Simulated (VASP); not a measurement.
# LiF (F-43m) in VASP: notebook

LiF is run at these levels: PBE, PBEsol, LDA; tasks: relaxation of cell and atoms.

Everything below comes from runs of VASP 6.6.1. Logs are shortened: lines on timing, memory, paths and dates and some standing lists are left out, and cuts for length are marked.

### 1 The cell of the first run

It takes space group F-43m (No. 216, cubic). The conventional cell has a = 3.649 Å, b = 3.649 Å, c = 3.649 Å, α = 90.00°, β = 90.00°, γ = 90.00°. Li (site symmetry -43m) has 4 F at 1.58 Å within 2.1 Å. F (site symmetry -43m) has 4 Li at 1.58 Å within 2.1 Å.

### 2 Relaxation of cell and atoms, PBE

File INCAR:

```
SYSTEM = LiF
PREC = Accurate
ENCUT = 600
EDIFF = 1E-7
ISMEAR = -1
SIGMA = 0.02
LREAL = .FALSE.
LASPH = .TRUE.
NELM = 80
ALGO = Normal
ISIF = 3
LWAVE = .FALSE.
LCHARG = .FALSE.
GGA = PE
IBRION = 2
NSW = 80
EDIFFG = -0.005
```

File KPOINTS:

```
regular mesh
0
G
  10 10 10
  0 0 0
```

File POSCAR:

```
LiF
1.0
    0.0000000000      1.8244268506      1.8244268506
    1.8244268506      0.0000000000      1.8244268506
    1.8244268506      1.8244268506      0.0000000000
Li F
1 1
Direct
    0.0000000000      0.0000000000      0.0000000000
    0.2500000000      0.2500000000      0.2500000000
```

Potentials or basis: VASP PAW PBE potentials, release 64 (Li_sv, F).

Started as:

```console
> cat potpaw_PBE.64/Li_sv/POTCAR potpaw_PBE.64/F/POTCAR > POTCAR
> mpirun -np 1 vasp_std > vasp.out
```

OUTCAR:

```text
SYSTEM = LiF
   PREC = Accurate
   ENCUT = 600
   EDIFF = 1E-7
   ISMEAR = -1
   LREAL = .FALSE.
   LASPH = .TRUE.
   NELM = 80
   ISIF = 3
   GGA = PE
   IBRION = 2
   NSW = 80
   EDIFFG = -0.005

 ion  position               nearest neighbor table
   1  0.000  0.000  0.000-   2 1.58   2 1.58   2 1.58   2 1.58
   2  0.250  0.250  0.250-   1 1.58   1 1.58   1 1.58   1 1.58

  LATTYP: Found a face centered cubic cell.
 ALAT       =     3.6488537012

  Lattice vectors:

 A1 = (   0.0000000000,   1.8244268506,   1.8244268506)
 A2 = (   1.8244268506,   0.0000000000,   1.8244268506)
 A3 = (   1.8244268506,   1.8244268506,   0.0000000000)

Analysis of symmetry for initial positions (statically):
=====================================================================
 Subroutine PRICEL returns:
 Original cell was already a primitive cell.

 Routine SETGRP: Setting up the symmetry group for a
 face centered cubic supercell.

 Subroutine GETGRP returns: Found 24 space group operations
 (whereof 24 operations were pure point group operations)
 out of a pool of 48 trial point group operations.

The static configuration has the point symmetry T_d .

Analysis of symmetry for dynamics (positions and initial velocities):
=====================================================================
 Subroutine PRICEL returns:
 Original cell was already a primitive cell.

 Routine SETGRP: Setting up the symmetry group for a
 face centered cubic supercell.

 Subroutine GETGRP returns: Found 24 space group operations
 (whereof 24 operations were pure point group operations)
 out of a pool of 48 trial point group operations.

The dynamic configuration has the point symmetry T_d .

 Subroutine INISYM returns: Found 24 space group operations
 (whereof 24 operations are pure point group operations),
 and found     1 'primitive' translations

----------------------------------------------------------------------------------------

                                     Primitive cell

  volume of cell :      12.1453

  direct lattice vectors                    reciprocal lattice vectors
     0.000000000  1.824426851  1.824426851    -0.274058672  0.274058672  0.274058672
     1.824426851  0.000000000  1.824426851     0.274058672 -0.274058672  0.274058672
     1.824426851  1.824426851  0.000000000     0.274058672  0.274058672 -0.274058672

  length of vectors
     2.580129196  2.580129196  2.580129196     0.474683544  0.474683544  0.474683544

  position of ions in fractional coordinates (direct lattice)
     0.000000000  0.000000000  0.000000000
     0.250000000  0.250000000  0.250000000

  ion indices of the primitive-cell ions
   primitive index   ion index
                 1           1
                 2           2

----------------------------------------------------------------------------------------

 KPOINTS: regular mesh

Automatic generation of k-mesh.
 Grid dimensions read from file:
 generate k-points for:   10   10   10

 Generating k-lattice:

  Cartesian coordinates                     Fractional coordinates (reciprocal lattice)
    -0.027405867  0.027405867  0.027405867     0.100000000  0.000000000  0.000000000
     0.027405867 -0.027405867  0.027405867     0.000000000  0.100000000  0.000000000
     0.027405867  0.027405867 -0.027405867     0.000000000  0.000000000  0.100000000

  Length of vectors
     0.047468354  0.047468354  0.047468354

  Shift w.r.t. Gamma in fractional coordinates (k-lattice)
     0.000000000  0.000000000  0.000000000

 Subroutine IBZKPT returns following result:
 ===========================================

 Found     47 irreducible k-points:

 Following reciprocal coordinates:
            Coordinates               Weight
  0.000000  0.000000  0.000000      1.000000
  0.100000  0.000000  0.000000      8.000000
  0.200000  0.000000  0.000000      8.000000
  0.300000  0.000000  0.000000      8.000000
  0.400000  0.000000  0.000000      8.000000
  0.500000  0.000000  0.000000      4.000000
[... 16 lines left out ...]
  0.300000  0.300000  0.000000      6.000000
  0.400000  0.300000  0.000000     24.000000
 [... further k-points ...]
   k-points           NKPTS =     47   k-points in BZ     NKDIM =     47   number of bands    NBANDS=      9
   number of dos      NEDOS =    301   number of ions     NIONS =      2
   total plane-waves  NPLWV =  13824
   dimension x,y,z NGX =    24 NGY =   24 NGZ =   24
   dimension x,y,z NGXF=    48 NGYF=   48 NGZF=   48
   ions per type =               1   1
   NGX,Y,Z   is equivalent  to a cutoff of  15.46, 15.46, 15.46 a.u.
   NGXF,Y,Z  is equivalent  to a cutoff of  30.93, 30.93, 30.93 a.u.
 SYSTEM =  LiF
   PREC   = accura    normal or accurate (medium, high low for compatibility)
   ISTART =      0    job   : 0-new  1-cont  2-samecut
   ICHARG =      2    charge: 1-file 2-atom 10-const
   ISPIN  =      1    spin polarized calculation?
   LNONCOLLINEAR =      F non collinear calculations
[... 54 lines left out ...]

 E-fermi :   1.1208     XC(G=0): -11.2372

 val. band max:        0.6067238591   @ k =   0.0000   0.0000   0.0000
 cond. band min:      11.9369201105   @ k =   0.0000   0.0000   0.0000
 fundamental gap:     11.3301962514
 Fermi energy:         1.1207524298

 k-point     1 :       0.0000    0.0000    0.0000
  band No.  band energies     occupation
      1     -39.1830      2.00000
      2     -19.5811      2.00000
      3       0.6067      2.00000
      4       0.6067      2.00000
      5       0.6067      2.00000
      6      11.9369      0.00000
      7      24.3997      0.00000
      8      24.3997      0.00000
      9      24.3997      0.00000

 k-point     2 :       0.1000    0.0000    0.0000
  band No.  band energies     occupation
      1     -39.1555      2.00000
      2     -19.5653      2.00000
      3       0.2072      2.00000
      4       0.5538      2.00000
      5       0.5538      2.00000
      6      12.2361      0.00000
      7      24.4376      0.00000
      8      24.5455      0.00000
      9      24.5455      0.00000

 k-point     3 :       0.2000    0.0000    0.0000
  band No.  band energies     occupation
      1     -39.0833      2.00000
      2     -19.5211      2.00000
      3      -0.7808      2.00000
      4       0.4187      2.00000
      5       0.4187      2.00000
      6      13.0837      0.00000
      7      24.0079      0.00000
      8      24.7206      0.00000
      9      24.7206      0.00000
[... 337 lines left out ...]
 VOLUME and BASIS-vectors are now :
 -----------------------------------------------------------------------------
  energy-cutoff  :      600.00
  volume of cell :       19.66
      direct lattice vectors                 reciprocal lattice vectors
    -0.000000000  2.142292201  2.142292201    -0.233394865  0.233394865  0.233394865
     2.142292201 -0.000000000  2.142292201     0.233394865 -0.233394865  0.233394865
     2.142292201  2.142292201  0.000000000     0.233394865  0.233394865 -0.233394865

 POSITION                                       TOTAL-FORCE (eV/Angst)
 -----------------------------------------------------------------------------------
      0.00000      0.00000      0.00000        -0.000000     -0.000000     -0.000000
      1.07115      1.07115      1.07115         0.000000      0.000000      0.000000
 -----------------------------------------------------------------------------------
    total drift:                                0.000000      0.000000     -0.000000

  FREE ENERGIE OF THE ION-ELECTRON SYSTEM (eV)
  ---------------------------------------------------
  free  energy   TOTEN  =        -9.5415868403 eV

  energy  without entropy=       -9.5415868403  energy(sigma->0) =       -9.54158684

--------------------------------------- Ionic step        4  -------------------------------------------

 number of electron       9.9999993 magnetization

 Free energy of the ion-electron system (eV)
  ---------------------------------------------------
  ext. energy  EPLUGINS =         0.00000000
  ---------------------------------------------------
  free energy    TOTEN  =        -9.54309906 eV

  energy without entropy =       -9.54309906  energy(sigma->0) =       -9.54309906

 E-fermi :  -1.9704     XC(G=0):  -8.9506

 val. band max:       -2.4444209030   @ k =   0.0000   0.0000   0.0000
 cond. band min:       5.6269531198   @ k =   0.0000   0.0000   0.0000
 fundamental gap:      8.0713740228
 Fermi energy:        -1.9703799080

 k-point     1 :       0.0000    0.0000    0.0000
  band No.  band energies     occupation
      1     -42.7498      2.00000
      2     -21.8095      2.00000
      3      -2.4444      2.00000
      4      -2.4444      2.00000
      5      -2.4444      2.00000
      6       5.6270      0.00000
      7      17.2229      0.00000
      8      17.2229      0.00000
      9      17.2229      0.00000

 k-point     2 :       0.1000    0.0000    0.0000
  band No.  band energies     occupation
      1     -42.7458      2.00000
      2     -21.7888      2.00000
      3      -2.6660      2.00000
      4      -2.4705      2.00000
      5      -2.4705      2.00000
      6       5.9150      0.00000
      7      17.0150      0.00000
      8      17.2849      0.00000
      9      17.2849      0.00000

 k-point     3 :       0.2000    0.0000    0.0000
  band No.  band energies     occupation
      1     -42.7353      2.00000
      2     -21.7407      2.00000
      3      -3.2215      2.00000
      4      -2.5385      2.00000
      5      -2.5385      2.00000
      6       6.6880      0.00000
      7      16.2235      0.00000
      8      17.3449      0.00000
      9      17.3450      0.00000
[... 265 lines left out ...]
 VOLUME and BASIS-vectors are now :
 -----------------------------------------------------------------------------
  energy-cutoff  :      600.00
  volume of cell :       19.35
      direct lattice vectors                 reciprocal lattice vectors
    -0.000000000  2.131015906  2.131015906    -0.234629877  0.234629877  0.234629877
     2.131015906 -0.000000000  2.131015906     0.234629877 -0.234629877  0.234629877
     2.131015906  2.131015906  0.000000000     0.234629877  0.234629877 -0.234629877

 POSITION                                       TOTAL-FORCE (eV/Angst)
 -----------------------------------------------------------------------------------
      0.00000      0.00000      0.00000        -0.000000      0.000000      0.000000
      1.06551      1.06551      1.06551         0.000000     -0.000000     -0.000000
 -----------------------------------------------------------------------------------
    total drift:                                0.000000      0.000000     -0.000000

  FREE ENERGIE OF THE ION-ELECTRON SYSTEM (eV)
  ---------------------------------------------------
  free  energy   TOTEN  =        -9.5430990623 eV

  energy  without entropy=       -9.5430990623  energy(sigma->0) =       -9.54309906

 reached required accuracy - stopping structural energy minimisation
```

Wall time 37 s (1 thread of Intel Xeon Platinum 8375C at 2.90GHz (Ice Lake), shared host); peak memory 0.13 GiB.

Results:

* Free energy: -9.5431 eV
* Relaxed volume: 9.68 Å³/atom
* Relaxed cell: a = 3.014 Å, b = 3.014 Å, c = 3.014 Å, α = 60.00°, β = 60.00°, γ = 60.00°
* Space group after relaxing (to 0.05 Å): F-43m (No. 216)
* Energy gained by relaxing: 700.7 meV/atom
* Ionic steps: 4
* Pressure after relaxing: 0.0 GPa
* Band gap on the k mesh: 8.07 eV, direct

Step by step:
| step | energy change (eV) | largest force (eV/Å) | pressure (GPa) | volume (Å³) |
| --- | --- | --- | --- | --- |
| 1 | 0.0000 | 0.0000 | 86.48 | 12.15 |
| 2 | -1.3974 | 0.0000 | 2.62 | 18.87 |
| 3 | -1.3998 | 0.0000 | -1.57 | 19.66 |
| 4 | -1.4014 | 0.0000 | 0.00 | 19.35 |

Final structure:
```
CELL_PARAMETERS angstrom
0.00000 2.13102 2.13102
2.13102 0.00000 2.13102
2.13102 2.13102 0.00000
ATOMIC_POSITIONS crystal
Li 0.00000 0.00000 0.00000
F 0.25000 0.25000 0.25000
```

Levels at points of the mesh, in eV from the valence-band top:
| k point | band 3 | band 4 | band 5 | band 6 | band 7 | band 8 |
| --- | --- | --- | --- | --- | --- | --- |
| (0.00, 0.00, 0.00) | 0.00 | 0.00 | 0.00 | 8.07 | 19.67 | 19.67 |
| (0.50, 0.00, 0.00) | -2.05 | -0.27 | -0.27 | 12.10 | 15.22 | 19.30 |
| (0.50, 0.50, 0.00) | -1.43 | -0.83 | -0.83 | 10.66 | 16.14 | 19.76 |

Caveat: the cutoff is under 1.25 times the usual one of these potentials, so pressure, stress and relaxed cells hold a basis-set (Pulay) error; the volume moved by over 15 % at a fixed basis, so the end points are rough. A k mesh can miss the band edges.

### 3 Relaxation of cell and atoms, PBEsol

This run uses another cell than the first one, of 10.39 Å³/atom, 1.711 times its volume.

File INCAR:

```
PREC = Accurate ; ENCUT = 600
EDIFF = 1E-6 ; ISMEAR = -1
SIGMA = 0.02 ; LREAL = False
LASPH = True ; NELM = 60
ALGO = Normal ; ISIF = 3
LWAVE = False ; LCHARG = False
GGA = PS ; IBRION = 2
NSW = 80 ; EDIFFG = -0.005
```

File KPOINTS:

```
Automatic mesh
0
Gamma
  10 10 10
```

File POSCAR:

```
LiF
1.0
    0.0000000000      2.1819030187      2.1819030187
    2.1819030187      0.0000000000      2.1819030187
    2.1819030187      2.1819030187      0.0000000000
Li F
1 1
Direct
    0.0000000000      0.0000000000      0.0000000000
    0.2500000000      0.2500000000      0.2500000000
```

Potentials or basis: VASP PAW PBE potentials, release 64 (Li_sv, F).

Started as:

```console
> cat potpaw_PBE.64/Li_sv/POTCAR potpaw_PBE.64/F/POTCAR > POTCAR
> mpirun -np 1 vasp_std > vasp.out
```

It took 42 s on 1 thread of Intel Xeon Platinum 8375C at 2.90GHz (Ice Lake), shared host; peak memory 0.15 GiB.

It converged, with:

```
Free energy                            : -9.7862 eV
Relaxed volume                         : 9.96 Å³/atom
Relaxed cell                           : a = 3.043 Å, b = 3.043 Å, c = 3.043 Å, α = 60.00°, β = 60.00°, γ = 60.00°
Space group after relaxing (to 0.05 Å) : F-43m (No. 216)
Energy gained by relaxing              : 2.9 meV/atom
Ionic steps                            : 3
Pressure after relaxing                : 0.0 GPa
Band gap on the k mesh                 : 7.69 eV, direct
```

Step by step:
| step | energy change (eV) | largest force (eV/Å) | pressure (GPa) | volume (Å³) |
| --- | --- | --- | --- | --- |
| 1 | 0.0000 | 0.0000 | -2.13 | 20.77 |
| 2 | -0.0042 | 0.0000 | -1.13 | 20.36 |
| 3 | -0.0057 | 0.0000 | 0.03 | 19.92 |

Final structure:
```xyz
2
Lattice="0.0000 2.1516 2.1516 2.1516 0.0000 2.1516 2.1516 2.1516 0.0000" Properties=species:S:1:pos:R:3 pbc="T T T"
Li    0.0000    0.0000    0.0000
F     1.0758    1.0758    1.0758
```

Levels at points of the mesh, in eV from the valence-band top:
| k point | band 2 | band 3 | band 4 | band 5 | band 6 | band 7 | band 8 | band 9 |
| --- | --- | --- | --- | --- | --- | --- | --- | --- |
| (0.00, 0.00, 0.00) | -19.20 | 0.00 | 0.00 | 0.00 | 7.69 | 19.28 | 19.28 | 19.28 |
| (0.50, 0.00, 0.00) | -19.02 | -2.01 | -0.26 | -0.26 | 11.73 | 14.73 | 18.92 | 18.92 |
| (0.50, 0.50, 0.00) | -18.97 | -1.41 | -0.80 | -0.80 | 10.37 | 15.71 | 19.28 | 19.28 |

Caveat: the cutoff is under 1.25 times the usual one of these potentials, so pressure, stress and relaxed cells hold a basis-set (Pulay) error; the PAW data sets were made with another functional, which shifts forces and pressure a little.

### 4 Relaxation of cell and atoms, LDA

This run uses another cell than the first one, of 10.39 Å³/atom, 1.711 times its volume.

File INCAR:

```
  ALGO = Normal
  EDIFF = 1E-6
  EDIFFG = -0.005
  ENCUT = 600
  GGA = CA
  IBRION = 2
  ISIF = 3
  ISMEAR = -1
  LASPH = T
  LCHARG = F
  LREAL = F
  LWAVE = F
  NELM = 80
  NSW = 80
  PREC = Accurate
  SIGMA = 0.02
```

File KPOINTS:

```
k-points
0
Gamma
  10 10 10
```

POSCAR is that of step 3.

Potentials or basis: VASP PAW LDA potentials, release 64 (Li_sv, F).

Started as:

```console
> cat potpaw_LDA.64/Li_sv/POTCAR potpaw_LDA.64/F/POTCAR > POTCAR
> mpirun -np 1 vasp_std > vasp.out
```

It took 53 s on 1 thread of Intel Xeon Platinum 8375C at 2.90GHz (Ice Lake), shared host; peak memory 0.14 GiB.

It converged, with:

* Free energy: -10.3935 eV
* Relaxed volume: 9.20 Å³/atom
* Relaxed cell: a = 2.963 Å, b = 2.963 Å, c = 2.963 Å, α = 60.00°, β = 60.00°, γ = 60.00°
* Space group after relaxing (to 0.05 Å): F-43m (No. 216)
* Energy gained by relaxing: 25.2 meV/atom
* Ionic steps: 4
* Pressure after relaxing: 0.0 GPa
* Band gap on the k mesh: 8.00 eV, direct

Step by step:
| step | energy change (eV) | largest force (eV/Å) | pressure (GPa) | volume (Å³) |
| --- | --- | --- | --- | --- |
| 1 | 0.0000 | 0.0000 | -6.16 | 20.77 |
| 2 | -0.0363 | 0.0000 | -3.59 | 19.60 |
| 3 | -0.0503 | 0.0000 | -0.49 | 18.55 |
| 4 | -0.0505 | 0.0000 | 0.01 | 18.40 |

Final structure:
```yaml
crystal:
  lattice:
    - [0.00000, 2.09541, 2.09541]
    - [2.09541, 0.00000, 2.09541]
    - [2.09541, 2.09541, 0.00000]
  atoms:
    - { symbol: Li, position: [0.00000, 0.00000, 0.00000] }
    - { symbol: F, position: [0.25000, 0.25000, 0.25000] }
```

Levels at points of the mesh, in eV from the valence-band top:
| k point | band 2 | band 3 | band 4 | band 5 | band 6 | band 7 | band 8 | band 9 |
| --- | --- | --- | --- | --- | --- | --- | --- | --- |
| (0.00, 0.00, 0.00) | -19.02 | 0.00 | 0.00 | 0.00 | 8.00 | 19.61 | 19.61 | 19.61 |
| (0.50, 0.00, 0.00) | -18.81 | -2.27 | -0.30 | -0.30 | 12.04 | 15.29 | 19.25 | 19.25 |
| (0.50, 0.50, 0.00) | -18.75 | -1.56 | -0.93 | -0.93 | 10.36 | 16.10 | 19.85 | 19.85 |

Caveat: the cutoff is under 1.25 times the usual one of these potentials, so pressure, stress and relaxed cells hold a basis-set (Pulay) error. A k mesh can miss the band edges.

### 5 The runs side by side

| level | potentials or basis | cell | gap on the mesh (eV) | pressure (GPa) | relaxed volume (Å³/atom) |
| --- | --- | --- | --- | --- | --- |
| PBE | VASP PAW PBE potentials, release 64 (Li_sv, F) | relaxed from a = 2.580 Å, angles 60.0°, 2 atoms | 8.07 | 0.0 | 9.68 |
| PBEsol | VASP PAW PBE potentials, release 64 (Li_sv, F) | relaxed from a = 3.086 Å, angles 60.0°, 2 atoms | 7.69 | 0.0 | 9.96 |
| LDA | VASP PAW LDA potentials, release 64 (Li_sv, F) | relaxed from a = 3.086 Å, angles 60.0°, 2 atoms | 8.00 | 0.0 | 9.20 |

Alike in all rows: task relaxation of cell and atoms; no spin polarisation; k mesh 10 × 10 × 10; cutoff (eV) 600; smearing fermi-dirac 0.02 eV.

Caveats: the cutoff is under 1.25 times the usual one of these potentials, so pressure, stress and relaxed cells hold a basis-set (Pulay) error; the volume moved by over 15 % at a fixed basis, so the end points are rough (some runs); the PAW data sets were made with another functional, which shifts forces and pressure a little (some runs).

Absolute energies hang on the potentials; compare differences alone.
